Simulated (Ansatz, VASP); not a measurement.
Sn: VASP beside Ansatz

```
CELL_PARAMETERS angstrom
0.00000 3.29550 3.29550
3.29550 0.00000 3.29550
3.29550 3.29550 0.00000
ATOMIC_POSITIONS crystal
Sn 0.00000 0.00000 0.00000
Sn 0.25000 0.25000 0.25000
```

Alike in both runs: task single point; functional PBE; k mesh 6 × 6 × 6; occupations fermi-dirac, width 0.02 eV; no spin polarisation.

|  | VASP | Ansatz |
| --- | --- | --- |
| version | VASP 6.6.1 | Ansatz 0.2.0 |
| potentials or method | VASP PAW PBE potentials, release 64 (Sn_d) | plane waves, PAW |
| plane-wave cutoff (eV) | 520 | 420 |
| valence electrons in the cell | 28 | 28 |

Ansatz gave:

| Item | Value |
| --- | --- |
| pressure (GPa) | 1.2 |

Estimate VASP's values.

pressure (GPa): 1.1.
